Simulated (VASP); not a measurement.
Write the native input for VASP 6.6.1 that does the following.

```
Task                   : single point
Functional             : r2SCAN
Potentials or basis    : VASP PAW PBE potentials, release 64 (Hf_pv, Sc_sv, O)
Cutoff                 : 580 eV
k mesh                 : 6 × 6 × 1
Occupations            : methfessel-paxton, width 0.02 eV
Spin                   : no spin polarisation
Dipole correction      : yes
Further INCAR settings : ALGO = Normal; EDIFF = 1e-06; NBANDS = 32
```

Hf2Sc2O, a slab with vacuum:

```xyz
5
Lattice="3.2401 0.0000 0.0000 -1.6201 2.8060 0.0000 0.0000 0.0000 22.6562" Properties=species:S:1:pos:R:3 pbc="T T T"
Hf    1.6201    0.9353    8.9521
Hf    1.6201    0.9353   14.0562
Sc    0.0000    1.8707    6.4000
Sc    0.0000    1.8707   11.5041
O     1.6201    0.9353   16.2562
```

These files were run (other wordings do the same):

POSCAR

```
Hf2Sc2O
1.0
    3.2401200000      0.0000000000      0.0000000000
   -1.6200600000      2.8060262313      0.0000000000
    0.0000000000      0.0000000000     22.6561935000
Hf Sc O
2 2 1
Direct
    0.6666670000      0.3333330000      0.3951265909
    0.6666670000      0.3333330000      0.6204128465
    0.3333330000      0.6666670000      0.2824834631
    0.3333330000      0.6666670000      0.5077697187
    0.6666670000      0.3333330000      0.7175165369
```

INCAR.step1

```
SYSTEM = Hf2Sc2O
PREC     = Accurate       ! precision mode
ENCUT    = 580            ! plane-wave cutoff, eV
ISMEAR   = 1              ! smearing method
SIGMA    = 0.02           ! smearing width, eV
LREAL    = .False.        ! projectors in reciprocal space
LASPH    = .True.         ! aspherical terms in the spheres
NELM     = 120            ! most SCF steps
LDIPOL   = .True.       
IDIPOL   = 3            
DIPOL    = 0.5 0.5 0.505
NBANDS   = 32             ! bands
GGA      = PE             ! functional
ALGO     = Normal         ! electronic algorithm
EDIFF    = 1E-5           ! SCF threshold, eV
LWAVE    = .True.         ! write WAVECAR
LCHARG   = .False.        ! write CHGCAR
GGA_COMPAT= .False.      
NELMDL   = -8
```

INCAR.step2

```
SYSTEM = Hf2Sc2O
PREC     = Accurate       ! precision mode
ENCUT    = 580            ! plane-wave cutoff, eV
EDIFF    = 1E-6           ! SCF threshold, eV
ISMEAR   = 1              ! smearing method
SIGMA    = 0.02           ! smearing width, eV
LREAL    = .False.        ! projectors in reciprocal space
LASPH    = .True.         ! aspherical terms in the spheres
NELM     = 120            ! most SCF steps
ALGO     = Normal         ! electronic algorithm
ISIF     = 2              ! what is computed and relaxed
LWAVE    = .False.        ! write WAVECAR
LCHARG   = .False.        ! write CHGCAR
LDIPOL   = .True.       
IDIPOL   = 3            
DIPOL    = 0.5 0.5 0.505
METAGGA  = R2SCAN         ! meta-GGA
LMIXTAU  = .True.       
NBANDS   = 32             ! bands
ISTART   = 1            
GGA_COMPAT= .False.
```

KPOINTS

```
regular mesh
0
Gamma
  6 6 1
  0 0 0
```

Potentials or basis: VASP PAW PBE potentials, release 64 (Hf_pv, Sc_sv, O).

Launch:

```sh
$ cat potpaw_PBE.64/Hf_pv/POTCAR potpaw_PBE.64/Sc_sv/POTCAR potpaw_PBE.64/O/POTCAR > POTCAR
$ cp INCAR.step1 INCAR
$ mpirun -np 1 vasp_std > vasp.out
$ cp INCAR.step2 INCAR
$ mpirun -np 1 vasp_std > vasp.out
```

Results of the run:

The largest force is 5.701 eV/Å and the band gap on the k mesh is zero (bands 24 and 25 overlap by 0.75 eV).

Caveat: the k points lie up to 0.37 Å⁻¹ apart, too coarse for converged energies and pressures of a metal; the PAW data sets were made with another functional, which shifts forces and pressure a little; spin-orbit coupling is left out, which moves the levels of the heavy elements.

Run time: 36 min on 1 thread of Intel Xeon 8259CL (shared host), peak memory 0.46 GiB.
